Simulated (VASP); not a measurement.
# AlN (P6_3/mmc) in VASP: further runs

AlN is run at these levels: PBE; tasks: single point.

Everything below comes from runs of VASP 6.6.1. Logs are shortened: lines on timing, memory, paths and dates and some standing lists are left out, and cuts for length are marked.

### Step 1. The cell of the first run

It takes space group P6_3/mmc (No. 194, hexagonal). Conventional cell: a = 3.211 Å, b = 3.211 Å, c = 4.281 Å, α = 90.00°, β = 90.00°, γ = 120.00°. Within 2.5 Å of Al (site symmetry -6m2) lie 5 N at 1.85 to 2.14 Å. Within 2.5 Å of N (site symmetry -6m2) lie 5 Al at 1.85 to 2.14 Å.

### Step 2. Single point, PBE (volume 9.556 Å^3 an atom, c/a of the conventional cell 1.3332)

INCAR reads:

```
SYSTEM = AlN
ALGO = Normal
EDIFF = 1E-7
ENCUT = 520
GGA = PE
ISIF = 2
ISMEAR = 0
LASPH = .True.
LCHARG = .False.
LREAL = .False.
LWAVE = .False.
NBANDS = 16
NELM = 60
PREC = Accurate
SIGMA = 0.05
```

KPOINTS reads:

```
k-points
0
Gamma
  9 9 6
  0 0 0
```

POSCAR reads:

```
AlN
1.0
    3.2109735779      0.0000000000      0.0000000000
   -1.6054867890      2.7807846893      0.0000000000
    0.0000000000      0.0000000000      4.2808699741
Al N
2 2
Direct
    0.3333333333      0.6666666667      0.7500000000
    0.6666666667      0.3333333333      0.2500000000
    0.3333333333      0.6666666667      0.2500000000
    0.6666666667      0.3333333333      0.7500000000
```

Potentials or basis: VASP PAW PBE potentials, release 64 (Al, N).

Started as:

```bash
$ cat potpaw_PBE.64/Al/POTCAR potpaw_PBE.64/N/POTCAR > POTCAR
$ mpirun -np 1 vasp_std > vasp.out
```

OUTCAR:

```text
SYSTEM = AlN
   EDIFF = 1E-7
   ENCUT = 520
   GGA = PE
   ISIF = 2
   ISMEAR = 0
   LASPH = .True.
   LREAL = .False.
   NELM = 60
   PREC = Accurate

 ion  position               nearest neighbor table
   1  0.333  0.667  0.750-   4 1.85   4 1.85   4 1.85   3 2.14   3 2.14   2 2.83   2 2.83   2 2.83
                             2 2.83   2 2.83   2 2.83
   2  0.667  0.333  0.250-   3 1.85   3 1.85   3 1.85   4 2.14   4 2.14   1 2.83   1 2.83   1 2.83
                             1 2.83   1 2.83   1 2.83
   3  0.333  0.667  0.250-   2 1.85   2 1.85   2 1.85   1 2.14   1 2.14
   4  0.667  0.333  0.750-   1 1.85   1 1.85   1 1.85   2 2.14   2 2.14

  LATTYP: Found a hexagonal cell.
 ALAT       =     3.2109735779
 C/A-ratio  =     1.3332000000

  Lattice vectors:

 A1 = (   3.2109735779,   0.0000000000,   0.0000000000)
 A2 = (  -1.6054867890,   2.7807846893,   0.0000000000)
 A3 = (   0.0000000000,   0.0000000000,   4.2808699741)

Analysis of symmetry for initial positions (statically):
[... 10 lines left out ...]

The static configuration has the point symmetry D_3d.
 The point group associated with its full space group is D_6h.

Analysis of symmetry for dynamics (positions and initial velocities):
[... 10 lines left out ...]

The dynamic configuration has the point symmetry D_3d.
 The point group associated with its full space group is D_6h.

 Subroutine INISYM returns: Found 24 space group operations
[... 5 lines left out ...]
                                     Primitive cell

  volume of cell :      38.2240

  direct lattice vectors                    reciprocal lattice vectors
     3.210973578  0.000000000  0.000000000     0.311432024  0.179805363  0.000000000
    -1.605486789  2.780784689  0.000000000     0.000000000  0.359610726  0.000000000
     0.000000000  0.000000000  4.280869974     0.000000000  0.000000000  0.233597378

  length of vectors
     3.210973578  3.210973578  4.280869974     0.359610726  0.359610726  0.233597378

  position of ions in fractional coordinates (direct lattice)
     0.333333333  0.666666667  0.750000000
     0.666666667  0.333333333  0.250000000
     0.333333333  0.666666667  0.250000000
     0.666666667  0.333333333  0.750000000

  ion indices of the primitive-cell ions
   primitive index   ion index
                 1           1
                 2           2
                 3           3
                 4           4

----------------------------------------------------------------------------------------

 KPOINTS: k-points

Automatic generation of k-mesh.
 Grid dimensions read from file:
 generate k-points for:    9    9    6

 Generating k-lattice:

  Cartesian coordinates                     Fractional coordinates (reciprocal lattice)
     0.034603558  0.019978374  0.000000000     0.111111111 -0.000000000  0.000000000
     0.000000000  0.039956747  0.000000000     0.000000000  0.111111111  0.000000000
     0.000000000  0.000000000  0.038932896     0.000000000  0.000000000  0.166666667

  Length of vectors
     0.039956747  0.039956747  0.038932896

  Shift w.r.t. Gamma in fractional coordinates (k-lattice)
     0.000000000  0.000000000  0.000000000

 Subroutine IBZKPT returns following result:
 ===========================================

 Found     48 irreducible k-points:

 Following reciprocal coordinates:
            Coordinates               Weight
  0.000000  0.000000  0.000000      1.000000
  0.111111 -0.000000  0.000000      6.000000
  0.222222 -0.000000  0.000000      6.000000
  0.333333 -0.000000  0.000000      6.000000
  0.444444 -0.000000  0.000000      6.000000
  0.111111  0.111111  0.000000      6.000000
[... 16 lines left out ...]
  0.333333  0.222222  0.166667     24.000000
  0.333333  0.333333  0.166667      4.000000
 [... further k-points ...]
   k-points           NKPTS =     48   k-points in BZ     NKDIM =     48   number of bands    NBANDS=     16
   number of dos      NEDOS =    301   number of ions     NIONS =      4
   total plane-waves  NPLWV =  18432
   dimension x,y,z NGX =    24 NGY =   24 NGZ =   32
   dimension x,y,z NGXF=    48 NGYF=   48 NGZF=   64
   ions per type =               2   2
   NGX,Y,Z   is equivalent  to a cutoff of  12.43, 12.43, 12.43 a.u.
   NGXF,Y,Z  is equivalent  to a cutoff of  24.85, 24.85, 24.85 a.u.
 SYSTEM =  AlN
   PREC   = accura    normal or accurate (medium, high low for compatibility)
   ISTART =      0    job   : 0-new  1-cont  2-samecut
   ICHARG =      2    charge: 1-file 2-atom 10-const
   ISPIN  =      1    spin polarized calculation?
   LNONCOLLINEAR =      F non collinear calculations
   LSORBIT =      F    spin-orbit coupling
   LASPH  =      T    aspherical Exc in radial PAW
   ENCUT  =  520.0 eV  38.22 Ry    6.18 a.u.   5.97  5.97  7.96*2*pi/ulx,y,z
   NELM   =     60;   NELMIN=  2; NELMDL= -5     # of ELM steps
   EDIFF  = 0.1E-06   stopping-criterion for ELM
   LREAL  =      F    real-space projection
   EDIFFG = 0.1E-05   stopping-criterion for IOM
   NSW    =      0    number of steps for IOM
   IBRION =     -1    ionic relax: 0-MD 1-quasi-New 2-CG
   NFREE  =      0    steps in history (QN), initial steepest desc. (CG)
   ISIF   =      2    stress and relaxation
   ISYM   =      2    0-nonsym 1-usesym 2-fastsym
   POTIM  = 0.5000    time-step for ionic-motion
   TEBEG  =    0.0;   TEEND  =   0.0 temperature during run
   PSTRESS=    0.0 pullay stress
   NELECT =      16.0000    total number of electrons
   NUPDOWN=      -1.0000    fix difference up-down
   EMIN   =  10.00;   EMAX   =-10.00  energy-range for DOS
   EFERMI =   0.00;   METHOD = LEGACY
   ISMEAR =     0;   SIGMA  =   0.05  broadening in eV -4-tet -1-fermi 0-gaus
   EFERMI_NEDOS =   21; number of points for ismear=-14 and -15
   IALGO  =     38    algorithm
   IMIX   =      4    mixing-type and parameters
     AMIX     =   0.40;   BMIX     =  1.00
     AMIX_MAG =   1.60;   BMIX_MAG =  1.00
  volume/ion in A,a.u.               =       9.56        64.49
  Fermi-wavevector in a.u.,A,eV,Ry     =   1.224624  2.314204 20.404712  1.499704
  Thomas-Fermi vector in A             =   2.359692
   LORBIT       =      0    0 simple, 1 ext, 2 COOP (PROOUT), +10 PAW based schemes
   GGA     = PE    functional components
   LHFCALC =     F    Hartree Fock is set to
   AEXX    =    0.0000 exact exchange contribution
   IVDW    =     0    specifies the selected vdW correction
   LEPSILON=     F    determine dielectric tensor
   LRPA    =     F    only Hartree local field effects (RPA)
 non-spin polarized calculation
 Gauss-broadening in eV      SIGMA  =   0.05
  energy-cutoff  :      520.00
  volume of cell :       38.22
 maximum number of plane-waves:      1047
 NGX is ok and might be reduce to    24
   NGX = 11   NGY = 11   NGZ = 15

 number of electron      16.0000005 magnetization

 Free energy of the ion-electron system (eV)
  ---------------------------------------------------
  ext. energy  EPLUGINS =         0.00000000
  ---------------------------------------------------
  free energy    TOTEN  =       -29.20966572 eV

  energy without entropy =      -29.20966572  energy(sigma->0) =      -29.20966572

 E-fermi :   8.8070     XC(G=0): -11.3421

 val. band max:        8.5830588651   @ k =   0.0000   0.0000   0.0000
 cond. band min:      12.0433230250   @ k =   0.0000   0.0000   0.0000
 fundamental gap:      3.4602641600
 Fermi energy:         8.8069981984

 k-point     1 :       0.0000    0.0000    0.0000
  band No.  band energies     occupation
      1      -8.6669      2.00000
      2      -5.1533      2.00000
      3       1.2070      2.00000
      4       5.1934      2.00000
      5       5.1934      2.00000
      6       6.6254      2.00000
[... 8 lines left out ...]
     15      20.1847      0.00000
     16      20.8186      0.00000

 k-point     2 :       0.1111   -0.0000    0.0000
  band No.  band energies     occupation
      1      -8.5145      2.00000
      2      -5.1232      2.00000
      3       1.3730      2.00000
      4       4.6376      2.00000
      5       4.9909      2.00000
      6       6.1157      2.00000
[... 8 lines left out ...]
     15      20.1608      0.00000
     16      20.3920      0.00000

 k-point     3 :       0.2222   -0.0000    0.0000
  band No.  band energies     occupation
      1      -8.0779      2.00000
      2      -5.0838      2.00000
      3       1.8575      2.00000
      4       3.4319      2.00000
      5       4.5785      2.00000
      6       5.1418      2.00000
[... 8 lines left out ...]
     15      19.0998      0.00000
     16      20.7648      0.00000

 k-point     4 :       0.3333   -0.0000    0.0000
  band No.  band energies     occupation
      1      -7.4319      2.00000
      2      -5.1708      2.00000
      3       2.3088      2.00000
      4       2.6061      2.00000
      5       4.2036      2.00000
      6       4.2511      2.00000
[... 8 lines left out ...]
     15      20.5375      0.00000
     16      21.0577      0.00000

 k-point     5 :       0.4444   -0.0000    0.0000
  band No.  band energies     occupation
      1      -6.7864      2.00000
      2      -5.4514      2.00000
      3       1.6916      2.00000
      4       3.4101      2.00000
      5       3.7144      2.00000
      6       3.9914      2.00000
[... 8 lines left out ...]
     15      21.2997      0.00000
     16      22.0868      0.00000

 k-point     6 :       0.1111    0.1111    0.0000
  band No.  band energies     occupation
      1      -8.2197      2.00000
      2      -5.0878      2.00000
      3       1.6986      2.00000
      4       4.0019      2.00000
      5       4.2744      2.00000
      6       5.6941      2.00000
[... 8 lines left out ...]
     15      19.5569      0.00000
     16      20.7438      0.00000
[... 267 lines left out ...]
 k-point    21 :       0.4444    0.1111    0.1667
  band No.  band energies     occupation
      1      -6.4758      2.00000
      2      -5.5846      2.00000
      3       1.3258      2.00000
      4       2.8637      2.00000
      5       3.4599      2.00000
      6       4.6922      2.00000
[... 8 lines left out ...]
     15      20.6761      0.00000
     16      22.1995      0.00000

 k-point    22 :       0.2222    0.2222    0.1667
  band No.  band energies     occupation
      1      -6.9589      2.00000
      2      -5.3679      2.00000
      3       2.0359      2.00000
      4       2.3471      2.00000
      5       4.0792      2.00000
      6       4.4024      2.00000
[... 8 lines left out ...]
     15      20.4027      0.00000
     16      21.9800      0.00000

 k-point    23 :       0.3333    0.2222    0.1667
  band No.  band energies     occupation
      1      -6.3764      2.00000
      2      -5.5907      2.00000
      3       1.6648      2.00000
      4       2.5065      2.00000
      5       3.2490      2.00000
      6       4.9760      2.00000
[... 8 lines left out ...]
     15      20.2335      0.00000
     16      22.0974      0.00000

 k-point    24 :       0.3333    0.3333    0.1667
  band No.  band energies     occupation
      1      -5.9168      2.00000
      2      -5.9168      2.00000
      3       1.6935      2.00000
      4       2.7176      2.00000
      5       2.7176      2.00000
      6       4.9345      2.00000
[... 8 lines left out ...]
     15      19.9240      0.00000
     16      21.8782      0.00000

 [... further k-points ...]
[... 5 lines left out ...]
  --------------------------------------------------------------------------------------
  -------------------------------------------------------------------------------------
  Total        3.8884049      3.8884049      0.5973663     -0.0000000     -0.0000000      0.0000000
  in kB      162.9843581    162.9843581     25.0388949     -0.0000000     -0.0000000      0.0000000
  external PRESSURE =     117.0025370 kB  Pullay stress =       0.0000000 kB

 VOLUME and BASIS-vectors are now :
 -----------------------------------------------------------------------------
  energy-cutoff  :      520.00
  volume of cell :       38.22
      direct lattice vectors                 reciprocal lattice vectors
     3.210973578  0.000000000  0.000000000     0.311432024  0.179805363  0.000000000
    -1.605486789  2.780784689  0.000000000     0.000000000  0.359610726  0.000000000
     0.000000000  0.000000000  4.280869974     0.000000000  0.000000000  0.233597378

 POSITION                                       TOTAL-FORCE (eV/Angst)
 -----------------------------------------------------------------------------------
     -0.00000      1.85386      3.21065         0.000000     -0.000000      0.000000
      1.60549      0.92693      1.07022        -0.000000      0.000000      0.000000
     -0.00000      1.85386      1.07022         0.000000      0.000000      0.000000
      1.60549      0.92693      3.21065         0.000000      0.000000      0.000000
 -----------------------------------------------------------------------------------
    total drift:                               -0.000000      0.000000      0.000000

  FREE ENERGIE OF THE ION-ELECTRON SYSTEM (eV)
  ---------------------------------------------------
  free  energy   TOTEN  =       -29.2096657188 eV

  energy  without entropy=      -29.2096657188  energy(sigma->0) =      -29.20966572
```

It took 20 s on 1 thread of Intel Xeon Platinum 8488C (Sapphire Rapids), shared host; peak memory 0.15 GiB.

Results:

| Item | Value |
| --- | --- |
| Free energy | -29.2097 eV |
| Pressure | 11.7 GPa |
| Band gap on the k mesh | 3.46 eV, direct |

Stress tensor (GPa, compression positive):
```
16.30  0.00  0.00
 0.00 16.30  0.00
 0.00  0.00  2.50
```

### Step 3. Single point, PBE (volume 9.954 Å^3 an atom, c/a of the conventional cell 1.2305)

INCAR reads:

```
SYSTEM = AlN
ALGO = Normal ; EDIFF = 1E-6
ENCUT = 520 ; GGA = PE
ISIF = 2 ; ISMEAR = 0
LASPH = .TRUE. ; LCHARG = .FALSE.
LREAL = .FALSE. ; LWAVE = .FALSE.
NBANDS = 16 ; NELM = 100
PREC = Accurate ; SIGMA = 0.05
```

KPOINTS reads:

```
k-points
0
G
  9 9 6
  0 0 0
```

POSCAR reads:

```
AlN
1.0
    3.3431076784      0.0000000000      0.0000000000
   -1.6715538392      2.8952161771      0.0000000000
    0.0000000000      0.0000000000      4.1136939983
Al N
2 2
Direct
    0.3333333333      0.6666666667      0.7500000000
    0.6666666667      0.3333333333      0.2500000000
    0.3333333333      0.6666666667      0.2500000000
    0.6666666667      0.3333333333      0.7500000000
```

Potentials or basis: VASP PAW PBE potentials, release 64 (Al, N).

Started as:

```bash
$ cat potpaw_PBE.64/Al/POTCAR potpaw_PBE.64/N/POTCAR > POTCAR
$ mpirun -np 1 vasp_std > vasp.out
```

Wall time 25 s (1 thread of Intel Xeon Platinum 8488C (Sapphire Rapids), shared host); peak memory 0.17 GiB.

It converged, with:

```yaml
Free_energy: -29.3075 eV
Pressure: -0.7 GPa
Band_gap_on_the_k_mesh: 3.34 eV, direct
```

Stress tensor (GPa, compression positive):
```
-2.34  0.00  0.00
 0.00 -2.34  0.00
 0.00  0.00  2.73
```

Levels at points of the mesh, in eV from the valence-band top:
```tsv
k point	band 5	band 6	band 7	band 8	band 9	band 10	band 11	band 12
(0.00, 0.00, 0.00)	-3.24	-1.44	-1.44	0.00	3.34	4.40	8.20	8.20
(0.00, 0.00, 0.50)	-2.38	-2.38	-2.38	-2.38	5.74	5.74	8.35	8.35
```
